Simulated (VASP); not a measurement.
# NaAl3O (Pm-3m) in VASP: a series of runs

NaAl3O is run at these levels: PBE; tasks: relaxation of cell and atoms, single point.

All numbers are computed with VASP 6.6.1; they aren't measurements. Logs are shortened: lines on timing, memory, paths and dates and some standing lists are left out, and cuts for length are marked.

## (1) The cell of the first run

Symmetry: Pm-3m, No. 221, cubic system. Conventional cell: a = 5.147 Å, b = 5.147 Å, c = 5.147 Å, α = 90.00°, β = 90.00°, γ = 90.00°. Na (site symmetry m-3m) has 6 Al at 2.57 Å within 3.4 Å. Al (site symmetry 4/mmm) has 2 Na at 2.57 Å within 3.4 Å. O (site symmetry m-3m) has 12 Al at 3.64 Å and 8 Na at 4.46 Å within 4.8 Å.

The cell was built from a structure type or drawn by symmetry, and may not be a known phase.

## (2) Relaxation of cell and atoms, PBE, collinear spin, ferromagnetic start

File INCAR:

```
SYSTEM = NaAl3O
PREC = Accurate
ENCUT = 600
EDIFF = 1E-6
ISMEAR = 0
SIGMA = 0.1
LREAL = .FALSE.
LASPH = .TRUE.
NELM = 150
ALGO = Normal
ISIF = 3
LWAVE = .FALSE.
LCHARG = .FALSE.
ISPIN = 2
MAGMOM = 0 0 0 0 0.58
LORBIT = 11
GGA = PE
IBRION = 2
NSW = 100
EDIFFG = -0.01
```

File KPOINTS:

```
Automatic mesh
0
G
  8 8 8
  0 0 0
```

File POSCAR:

```
NaAl3O
1.0
    5.1468478075      0.0000000000      0.0000000000
    0.0000000000      5.1468478075      0.0000000000
    0.0000000000      0.0000000000      5.1468478075
Na Al O
1 3 1
Direct
    0.0000000000      0.0000000000      0.0000000000
    0.5000000000      0.0000000000      0.0000000000
    0.0000000000      0.5000000000      0.0000000000
    0.0000000000      0.0000000000      0.5000000000
    0.5000000000      0.5000000000      0.5000000000
```

Potentials or basis: VASP PAW PBE potentials, release 64 (Na_pv, Al, O).

The run is started by

```console
cat potpaw_PBE.64/Na_pv/POTCAR potpaw_PBE.64/Al/POTCAR potpaw_PBE.64/O/POTCAR > POTCAR
mpirun -np 1 vasp_std > vasp.out
```

OUTCAR:

```text
SYSTEM = NaAl3O
   PREC = Accurate
   ENCUT = 600
   EDIFF = 1E-6
   ISMEAR = 0
   LREAL = .FALSE.
   LASPH = .TRUE.
   NELM = 150
   ISIF = 3
   ISPIN = 2
   LORBIT = 11
   GGA = PE
   IBRION = 2
   NSW = 100
   EDIFFG = -0.01

 ion  position               nearest neighbor table
   1  0.000  0.000  0.000-   2 2.57   3 2.57   4 2.57   4 2.57   3 2.57   2 2.57
   2  0.500  0.000  0.000-   1 2.57   1 2.57
   3  0.000  0.500  0.000-   1 2.57   1 2.57
   4  0.000  0.000  0.500-   1 2.57   1 2.57
   5  0.500  0.500  0.500-

  LATTYP: Found a simple cubic cell.
 ALAT       =     5.1468478075

  Lattice vectors:

 A1 = (   5.1468478075,   0.0000000000,   0.0000000000)
 A2 = (   0.0000000000,   5.1468478075,   0.0000000000)
 A3 = (   0.0000000000,   0.0000000000,   5.1468478075)

Analysis of symmetry for initial positions (statically):
=====================================================================
 Subroutine PRICEL returns:
 Original cell was already a primitive cell.

 Routine SETGRP: Setting up the symmetry group for a
 simple cubic supercell.

 Subroutine GETGRP returns: Found 48 space group operations
 (whereof 48 operations were pure point group operations)
 out of a pool of 48 trial point group operations.

The static configuration has the point symmetry O_h .

Analysis of symmetry for dynamics (positions and initial velocities):
=====================================================================
 Subroutine PRICEL returns:
 Original cell was already a primitive cell.

 Routine SETGRP: Setting up the symmetry group for a
 simple cubic supercell.

 Subroutine GETGRP returns: Found 48 space group operations
 (whereof 48 operations were pure point group operations)
 out of a pool of 48 trial point group operations.

The dynamic configuration has the point symmetry O_h .

Analysis of structural, dynamic, and magnetic symmetry:
=====================================================================
 Subroutine PRICEL returns:
 Original cell was already a primitive cell.

 Routine SETGRP: Setting up the symmetry group for a
 simple cubic supercell.

 Subroutine GETGRP returns: Found 48 space group operations
 (whereof 48 operations were pure point group operations)
 out of a pool of 48 trial point group operations.

The overall configuration has the point symmetry O_h .

 Subroutine INISYM returns: Found 48 space group operations
 (whereof 48 operations are pure point group operations),
 and found     1 'primitive' translations

----------------------------------------------------------------------------------------

                                     Primitive cell

  volume of cell :     136.3402

  direct lattice vectors                    reciprocal lattice vectors
     5.146847808  0.000000000  0.000000000     0.194293680  0.000000000  0.000000000
     0.000000000  5.146847808  0.000000000     0.000000000  0.194293680  0.000000000
     0.000000000  0.000000000  5.146847808     0.000000000  0.000000000  0.194293680

  length of vectors
     5.146847808  5.146847808  5.146847808     0.194293680  0.194293680  0.194293680

  position of ions in fractional coordinates (direct lattice)
     0.000000000  0.000000000  0.000000000
     0.500000000  0.000000000  0.000000000
     0.000000000  0.500000000  0.000000000
     0.000000000  0.000000000  0.500000000
     0.500000000  0.500000000  0.500000000

  ion indices of the primitive-cell ions
   primitive index   ion index
                 1           1
                 2           2
                 3           3
                 4           4
                 5           5

----------------------------------------------------------------------------------------

 KPOINTS: Automatic mesh

Automatic generation of k-mesh.
 Grid dimensions read from file:
 generate k-points for:    8    8    8

 Generating k-lattice:

  Cartesian coordinates                     Fractional coordinates (reciprocal lattice)
     0.024286710  0.000000000  0.000000000     0.125000000  0.000000000  0.000000000
[... 41 lines left out ...]
   k-points           NKPTS =     35   k-points in BZ     NKDIM =     35   number of bands    NBANDS=     15
   number of dos      NEDOS =    301   number of ions     NIONS =      5
   total plane-waves  NPLWV =  74088
   dimension x,y,z NGX =    42 NGY =   42 NGZ =   42
   dimension x,y,z NGXF=    84 NGYF=   84 NGZF=   84
   ions per type =               1   3   1
   NGX,Y,Z   is equivalent  to a cutoff of  13.57, 13.57, 13.57 a.u.
   NGXF,Y,Z  is equivalent  to a cutoff of  27.13, 27.13, 27.13 a.u.
 SYSTEM =  NaAl3O
   PREC   = accura    normal or accurate (medium, high low for compatibility)
   ISTART =      0    job   : 0-new  1-cont  2-samecut
   ICHARG =      2    charge: 1-file 2-atom 10-const
   ISPIN  =      2    spin polarized calculation?
   LNONCOLLINEAR =      F non collinear calculations
   LSORBIT =      F    spin-orbit coupling
   LASPH  =      T    aspherical Exc in radial PAW
   ENCUT  =  600.0 eV  44.10 Ry    6.64 a.u.  10.28 10.28 10.28*2*pi/ulx,y,z
   NELM   =    150;   NELMIN=  2; NELMDL= -5     # of ELM steps
   EDIFF  = 0.1E-05   stopping-criterion for ELM
   LREAL  =      F    real-space projection
   EDIFFG = -.1E-01   stopping-criterion for IOM
   NSW    =    100    number of steps for IOM
   IBRION =      2    ionic relax: 0-MD 1-quasi-New 2-CG
   NFREE  =      1    steps in history (QN), initial steepest desc. (CG)
   ISIF   =      3    stress and relaxation
   ISYM   =      2    0-nonsym 1-usesym 2-fastsym
   POTIM  = 0.5000    time-step for ionic-motion
   TEBEG  =    0.0;   TEEND  =   0.0 temperature during run
   PSTRESS=    0.0 pullay stress
   NELECT =      22.0000    total number of electrons
   NUPDOWN=      -1.0000    fix difference up-down
   EMIN   =  10.00;   EMAX   =-10.00  energy-range for DOS
   EFERMI =   0.00;   METHOD = LEGACY
   ISMEAR =     0;   SIGMA  =   0.10  broadening in eV -4-tet -1-fermi 0-gaus
   EFERMI_NEDOS =   21; number of points for ismear=-14 and -15
   IALGO  =     38    algorithm
   IMIX   =      4    mixing-type and parameters
     AMIX     =   0.40;   BMIX     =  1.00
     AMIX_MAG =   1.60;   BMIX_MAG =  1.00
  volume/ion in A,a.u.               =      27.27       184.01
  Fermi-wavevector in a.u.,A,eV,Ry     =   0.891267  1.684250 10.807877  0.794357
  Thomas-Fermi vector in A             =   2.013065
   LORBIT       =     11    0 simple, 1 ext, 2 COOP (PROOUT), +10 PAW based schemes
   GGA     = PE    functional components
   LHFCALC =     F    Hartree Fock is set to
   AEXX    =    0.0000 exact exchange contribution
   IVDW    =     0    specifies the selected vdW correction
   LEPSILON=     F    determine dielectric tensor
   LRPA    =     F    only Hartree local field effects (RPA)
 conjugate gradient relaxation of ions
 spin polarized calculation
 Gauss-broadening in eV      SIGMA  =   0.10
  energy-cutoff  :      600.00
  volume of cell :      136.34
 maximum number of plane-waves:      4632
 NGX is ok and might be reduce to    42
   NGX = 21   NGY = 21   NGZ = 21

--------------------------------------- Ionic step        1  -------------------------------------------

 number of electron      22.0000004 magnetization      -0.0155996

 number of electron      22.0000006 magnetization       0.0048948

 Free energy of the ion-electron system (eV)
  ---------------------------------------------------
  ext. energy  EPLUGINS =         0.00000000
  ---------------------------------------------------
  free energy    TOTEN  =       -10.52582401 eV

  energy without entropy =      -10.50816481  energy(sigma->0) =      -10.51699441

------------------------ aborting loop because EDIFF is reached ----------------------------------------

  FORCE on cell =-STRESS in cart. coord.  units (eV):
  Direction    XX          YY          ZZ          XY          YZ          ZX
  --------------------------------------------------------------------------------------
  -------------------------------------------------------------------------------------
  Total       -0.1586290     -0.1586290     -0.1586290      0.0000000      0.0000000      0.0000000
  in kB       -1.8641001     -1.8641001     -1.8641001      0.0000000      0.0000000      0.0000000
  external PRESSURE =      -1.8641001 kB  Pullay stress =       0.0000000 kB
[... 65 lines left out ...]
--------------------------------------- Ionic step        3  -------------------------------------------

 number of electron      22.0000008 magnetization       0.0056972

 Free energy of the ion-electron system (eV)
  ---------------------------------------------------
  ext. energy  EPLUGINS =         0.00000000
  ---------------------------------------------------
  free energy    TOTEN  =       -10.52655337 eV

  energy without entropy =      -10.50954089  energy(sigma->0) =      -10.51804713

 E-fermi :   1.4521     XC(G=0):  -7.8100

 val. band max:        1.4132903513   @ k =   0.3750   0.1250   0.0000
 cond. band min:       1.4811632615   @ k =   0.3750   0.1250   0.0000
 fundamental gap:      0.0678729102
 Fermi energy:         1.4520552345

 spin component 1

 k-point     1 :       0.0000    0.0000    0.0000
  band No.  band energies     occupation
      1     -22.8675      1.00000
      2     -22.8675      1.00000
      3     -22.8675      1.00000
      4     -13.6967      1.00000
      5      -5.0551      1.00000
      6      -0.9143      1.00000
      7      -0.9143      1.00000
      8       0.0398      1.00000
      9       0.0398      1.00000
     10       0.0398      1.00000
     11       1.6098      0.01284
     12       1.6098      0.01284
     13       1.6098      0.01284
     14       4.9514      0.00000
[... 403 lines left out ...]
      4     -13.6871      1.00000
      5      -3.6216      1.00000
      6      -2.8419      1.00000
      7      -2.3447      1.00000
      8       0.3264      1.00000
      9       0.5052      1.00000
     10       0.8563      1.00000
     11       1.1310      1.00000
     12       1.3776      0.85379
     13       2.7932      0.00000
     14       2.8121      0.00000
     15       3.1572      0.00000

 [... further k-points ...]

 spin component 2

 k-point     1 :       0.0000    0.0000    0.0000
  band No.  band energies     occupation
      1     -22.8673      1.00000
      2     -22.8673      1.00000
      3     -22.8673      1.00000
      4     -13.6829      1.00000
      5      -5.0556      1.00000
      6      -0.9153      1.00000
      7      -0.9153      1.00000
      8       0.0441      1.00000
      9       0.0441      1.00000
     10       0.0441      1.00000
     11       1.6171      0.00980
     12       1.6171      0.00980
     13       1.6171      0.00980
     14       4.9496      0.00000
[... 447 lines left out ...]
  FREE ENERGIE OF THE ION-ELECTRON SYSTEM (eV)
  ---------------------------------------------------
  free  energy   TOTEN  =       -10.5265533669 eV

  energy  without entropy=      -10.5095408885  energy(sigma->0) =      -10.51804713

 reached required accuracy - stopping structural energy minimisation

 total charge

# of ion       s       p       d       tot
------------------------------------------
    1        0.189   6.079   0.000   6.269
    2        0.582   0.165   0.000   0.747
    3        0.582   0.165   0.000   0.747
    4        0.582   0.165   0.000   0.747
    5        1.596   3.077   0.000   4.673
--------------------------------------------------
tot          3.530   9.653   0.000  13.183

 magnetization (x)

# of ion       s       p       d       tot
------------------------------------------
    1        0.000   0.000   0.000   0.000
    2       -0.000  -0.000   0.000  -0.000
    3       -0.000  -0.000   0.000  -0.000
    4       -0.000  -0.000   0.000  -0.000
    5        0.000   0.007   0.000   0.007
--------------------------------------------------
tot         -0.000   0.007   0.000   0.007
```

Wall time 3.4 min (1 thread of AMD EPYC 9R45 (Zen 5), shared host); peak memory 0.37 GiB.

Results:

```
Free energy                                           : -10.5266 eV
Relaxed volume                                        : 26.92 Å³/atom
Relaxed cell                                          : a = 5.125 Å, b = 5.125 Å, c = 5.125 Å, α = 90.00°, β = 90.00°, γ = 90.00°
Space group after relaxing (to 0.1 Å)                 : Pm-3m (No. 221)
Energy gained by relaxing                             : 0.1 meV/atom
Ionic steps                                           : 3
Pressure after relaxing                               : 0.0 GPa
Band gap on the k mesh                                : zero (filled and empty bands overlap)
Net moment                                            : 0.01 μB per cell
Valence electrons inside the program's atomic spheres : Na 6.27; Al 0.75; O 4.67
```

The path:
```
step  energy change (eV)  largest force (eV/Å)  pressure (GPa)  volume (Å³)
   1              0.0000                0.0000           -0.19       136.34
   2             -0.0005                0.0000           -0.12       135.72
   3             -0.0007                0.0000            0.03       134.61
```

Final structure:
```xyz
5
Lattice="5.1250 0.0000 0.0000 0.0000 5.1250 0.0000 0.0000 0.0000 5.1250" Properties=species:S:1:pos:R:3 pbc="T T T"
Na    0.0000    0.0000    0.0000
Al    2.5625    0.0000    0.0000
Al    0.0000    2.5625    0.0000
Al    0.0000    0.0000    2.5625
O     2.5625    2.5625    2.5625
```

## (3) Single point, PBE

This run uses another cell than the first one, of 17.09 Å³/atom.

File INCAR:

```
SYSTEM = NaAl3O
PREC = Accurate
ENCUT = 520
EDIFF = 1E-6
ISMEAR = 0
SIGMA = 0.1
LREAL = .False.
LASPH = .True.
NELM = 80
ALGO = Normal
ISIF = 2
LWAVE = .False.
LCHARG = .False.
GGA = PE
NBANDS = 19
```

File KPOINTS:

```
Automatic mesh
0
Gamma
  4 4 4
  0 0 0
```

POSCAR, as its differences from that of step 2:

```diff
@@ -2,5 +2,5 @@
 1.0
-    5.1468478075      0.0000000000      0.0000000000
-    0.0000000000      5.1468478075      0.0000000000
-    0.0000000000      0.0000000000      5.1468478075
+    4.4049178900      0.0000000000      0.0000000000
+    0.0000000000      4.4049178900      0.0000000000
+    0.0000000000      0.0000000000      4.4049178900
 Na Al O
```

Potentials or basis: VASP PAW PBE potentials, release 64 (Na_pv, Al, O).

The run is started by

```console
cat potpaw_PBE.64/Na_pv/POTCAR potpaw_PBE.64/Al/POTCAR potpaw_PBE.64/O/POTCAR > POTCAR
mpirun -np 1 vasp_std > vasp.out
```

Run time: 9.8 s. Hardware: 1 thread of Intel Xeon 6975P-C (Granite Rapids), shared host; peak memory 0.2 GiB.

The run converged. Its results:

```
Free energy            : -8.1547 eV
Pressure               : 21.2 GPa
Band gap on the k mesh : zero (bands 11 and 12 overlap by 0.60 eV)
```

Levels at points of the mesh, in eV from the Fermi level:
```csv
k point,band 9,band 10,band 11,band 12,band 13,band 14
"(0.00, 0.00, 0.00)",-1.58,-1.58,0.21,0.21,0.21,4.88
"(0.50, 0.00, 0.00)",-1.24,-0.75,-0.39,-0.39,1.92,2.27
"(0.50, 0.50, 0.00)",-1.63,-0.79,-0.79,0.84,1.57,1.57
"(0.50, 0.50, 0.50)",-3.44,-3.44,-3.44,1.03,1.03,1.03
```

Caveat: the cell stands under pressure.

## (4) Single point, PBE

File INCAR:

```
SYSTEM = NaAl3O
ALGO = Normal
EDIFF = 1E-7
ENCUT = 520
GGA = PE
ISIF = 2
ISMEAR = 0
LASPH = .True.
LCHARG = .False.
LREAL = .False.
LWAVE = .False.
NBANDS = 19
NELM = 80
PREC = Accurate
SIGMA = 0.1
```

File KPOINTS:

```
k-points
0
Gamma
  4 4 4
  0 0 0
```

POSCAR, as its differences from that of step 3:

```diff
@@ -2,5 +2,5 @@
 1.0
-    4.4049178900      0.0000000000      0.0000000000
-    0.0000000000      4.4049178900      0.0000000000
-    0.0000000000      0.0000000000      4.4049178900
+    5.1468478075      0.0000000000      0.0000000000
+    0.0000000000      5.1468478075      0.0000000000
+    0.0000000000      0.0000000000      5.1468478075
 Na Al O
```

The run is started by

```console
cat potpaw_PBE.64/Na_pv/POTCAR potpaw_PBE.64/Al/POTCAR potpaw_PBE.64/O/POTCAR > POTCAR
mpirun -np 1 vasp_std > vasp.out
```

Run time: 19 s. Hardware: 1 thread of Intel Xeon 6975P-C (Granite Rapids), shared host; peak memory 0.24 GiB.

The run converged. Its results:

* Free energy: -10.4327 eV
* Pressure: 0.0 GPa
* Band gap on the k mesh: zero (bands 11 and 12 overlap by 0.33 eV)

Levels at points of the mesh, in eV from the Fermi level:
```
           k point  band 9  band 10  band 11  band 12  band 13  band 14
(0.00, 0.00, 0.00)   -1.46    -1.46     0.08     0.08     0.08     3.39
(0.50, 0.00, 0.00)   -0.91    -0.61    -0.25    -0.25     1.71     1.89
(0.50, 0.50, 0.00)   -0.73    -0.59    -0.59     0.37     0.53     1.60
(0.50, 0.50, 0.50)   -1.75    -1.75    -1.75     0.79     0.79     0.79
```

## (5) Relaxation of cell and atoms, PBE

This run uses another cell than the first one, of 17.09 Å³/atom.

File INCAR:

```
ALGO = Normal
EDIFF = 1E-6
EDIFFG = -0.04
ENCUT = 600
GGA = PE
IBRION = 2
ISIF = 3
ISMEAR = 0
LASPH = T
LCHARG = F
LREAL = F
LWAVE = F
NELM = 100
NSW = 90
PREC = Accurate
SIGMA = 0.1
```

File KPOINTS:

```
k-points
0
Gamma
  4 4 4
```

POSCAR, as its differences from that of step 4:

```diff
@@ -2,5 +2,5 @@
 1.0
-    5.1468478075      0.0000000000      0.0000000000
-    0.0000000000      5.1468478075      0.0000000000
-    0.0000000000      0.0000000000      5.1468478075
+    4.4049178900      0.0000000000      0.0000000000
+    0.0000000000      4.4049178900      0.0000000000
+    0.0000000000      0.0000000000      4.4049178900
 Na Al O
```

The run is started by

```console
cat potpaw_PBE.64/Na_pv/POTCAR potpaw_PBE.64/Al/POTCAR potpaw_PBE.64/O/POTCAR > POTCAR
mpirun -np 1 vasp_std > vasp.out
```

It took 29 s on 1 thread of Intel Xeon 6975P-C (Granite Rapids), shared host; peak memory 0.21 GiB.

It converged, with:

```yaml
Free_energy: -10.4007 eV
Relaxed_volume: 26.70 Å³/atom
Relaxed_cell: a = 5.111 Å, b = 5.111 Å, c = 5.111 Å, α = 90.00°, β = 90.00°, γ = 90.00°
Space_group_after_relaxing_to_0.1_Å: Pm-3m (No. 221)
Energy_gained_by_relaxing: 449.0 meV/atom
Ionic_steps: 4
Pressure_after_relaxing: 0.1 GPa
Band_gap_on_the_k_mesh: zero (bands 11 and 12 overlap by 0.34 eV)
```

Step by step:
| step | energy change (eV) | largest force (eV/Å) | pressure (GPa) | volume (Å³) |
| --- | --- | --- | --- | --- |
| 1 | 0.0000 | 0.0000 | 21.21 | 85.47 |
| 2 | -2.0512 | 0.0000 | 3.92 | 116.63 |
| 3 | -2.2280 | 0.0000 | 0.99 | 128.65 |
| 4 | -2.2448 | 0.0000 | 0.13 | 133.52 |

Final structure:
```
Na Al O
1.0
     5.11106    0.00000    0.00000
     0.00000    5.11106    0.00000
     0.00000    0.00000    5.11106
Na Al O
1 3 1
Direct
  0.00000 0.00000 0.00000
  0.50000 0.00000 0.00000
  0.00000 0.50000 0.00000
  0.00000 0.00000 0.50000
  0.50000 0.50000 0.50000
```

Levels at points of the mesh, in eV from the Fermi level:
| k point | band 7 | band 8 | band 9 | band 10 | band 11 | band 12 | band 13 | band 14 | band 15 |
| --- | --- | --- | --- | --- | --- | --- | --- | --- | --- |
| (0.00, 0.00, 0.00) | -2.41 | -1.51 | -1.51 | -1.51 | 0.08 | 0.08 | 0.08 | 3.45 | 3.45 |
| (0.50, 0.00, 0.00) | -2.17 | -0.95 | -0.95 | -0.64 | -0.25 | -0.25 | 1.76 | 1.90 | 1.90 |
| (0.50, 0.50, 0.00) | -4.39 | -0.78 | -0.76 | -0.61 | -0.61 | 0.42 | 0.54 | 1.61 | 1.61 |
| (0.50, 0.50, 0.50) | -3.92 | -2.82 | -1.81 | -1.81 | -1.81 | 0.79 | 0.79 | 0.79 | 4.97 |

Caveat: the volume moved by over 15 % at a fixed basis, so the end points are rough.

## (6) Summary

| task | spin | cell | k mesh | cutoff (eV) | gap on the mesh (eV) | pressure (GPa) | relaxed volume (Å³/atom) |
| --- | --- | --- | --- | --- | --- | --- | --- |
| relaxation of cell and atoms | collinear, ferromagnetic start | relaxed from a = 5.147 Å, 5 atoms | 8 × 8 × 8 | 600 | none | 0.0 | 26.92 |
| single point | off | a = 4.405 Å, 5 atoms | 4 × 4 × 4 | 520 | none | 21.2 | - |
| single point | off | a = 5.147 Å, 5 atoms | 4 × 4 × 4 | 520 | none | 0.0 | - |
| relaxation of cell and atoms | off | relaxed from a = 4.405 Å, 5 atoms | 4 × 4 × 4 | 600 | none | 0.1 | 26.70 |

Alike in all rows: level PBE; potentials or basis VASP PAW PBE potentials, release 64 (Na_pv, Al, O); smearing gaussian 0.1 eV.

Caveats: the cell stands under pressure (at least some runs); the volume moved by over 15 % at a fixed basis, so the end points are rough (at least some runs).

Absolute energies hang on the potentials; compare differences alone.
